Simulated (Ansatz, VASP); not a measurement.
# Two plane-wave programs on W

```
CELL_PARAMETERS angstrom
-1.59181 1.59181 1.59181
1.59181 -1.59181 1.59181
1.59181 1.59181 -1.59181
ATOMIC_POSITIONS crystal
W 0.00000 0.00000 0.00000
```

Alike in both runs: functional PBE; k mesh 18 × 18 × 18; occupations fermi-dirac, width 0.05 eV; no spin polarisation.

Ansatz relaxed the structure, and its values are those at the end. VASP's run is a single point on that final structure, the one shown.

|  | VASP | Ansatz |
| --- | --- | --- |
| version | VASP 6.6.1 | Ansatz 0.2.0 |
| potentials or method | VASP PAW PBE potentials, release 64 (W_sv) | PAW with Ansatz's default frozen-core files, scalar-relativistic |
| plane-wave cutoff (eV) | 520 | 420 |
| valence electrons in the cell | 14 | 14 |

Ansatz gave:

* pressure (GPa): 0.0

What did VASP give for the same quantities?

Pressure (GPa): 0.5.

Neither program's run includes spin-orbit coupling.
